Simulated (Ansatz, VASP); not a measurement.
# Ta in VASP and in Ansatz

File INCAR:

```
PREC = Accurate
ENCUT = 520
EDIFF = 1E-6
ISMEAR = 0
SIGMA = 0.15
LREAL = False
LASPH = True
NELM = 80
ALGO = Normal
ISIF = 2
LWAVE = False
LCHARG = False
GGA = PE
NBANDS = 12
```

File KPOINTS:

```
regular mesh
0
Gamma
  20 20 20
```

File POSCAR:

```
Ta
1.0
   -1.6158410501      1.6158410501      1.7153768588
    1.6158410501     -1.6158410501      1.7153768588
    1.6158410501      1.6158410501     -1.7153768588
Ta
1
Direct
    0.0000000000      0.0000000000      0.0000000000
```

Input for Ansatz:

```yaml
crystal:
  lattice:
    - [-1.6158410501, 1.6158410501, 1.7153768588]
    - [1.6158410501, -1.6158410501, 1.7153768588]
    - [1.6158410501, 1.6158410501, -1.7153768588]
  atoms:
    - { symbol: Ta, position: [0.0, 0.0, 0.0] }
basis:
  ecutwfc: 420
kpoints:
  mp_grid: { grid: [20, 20, 20] }
hamiltonian:
  xc: pbe
  pseudopotentials: { kind: paw, azcp: { folder: soft_1 } }
scf:
  occupations: { method: gaussian, width: 0.15 }
output:
  forces: true
  stress: true
  eigenvalues: true
```

Alike in both runs: task single point; functional PBE; k mesh 20 × 20 × 20; occupations gaussian, width 0.15 eV; no spin polarisation.

|  | VASP | Ansatz |
| --- | --- | --- |
| version | VASP 6.6.1 | Ansatz 0.2.0 |
| potentials or method | VASP PAW PBE potentials, release 64 (Ta_pv), cutoff 520 eV | scalar-relativistic, plane waves, PAW |
| valence electrons in the cell | 11 | 13 |

|  | VASP | Ansatz | Ansatz less VASP |
| --- | --- | --- | --- |
| gap on the k mesh at the Fermi level (eV) | none | none | - |
| pressure (GPa) | 4.6 | 4.5 | -0.10 |
| traceless stress, the component that is largest in VASP (GPa) | -4.42 | -4.41 | +0.004 |

A gap of «none» marks a metal or a gap that the smearing closes. The functional is the same, so the differences come from potentials, cutoffs and numerics. VASP's potentials hold 11 valence electrons a cell and Ansatz's 13, so a difference there can come from the potentials and not from the codes.

Neither program's run includes spin-orbit coupling.
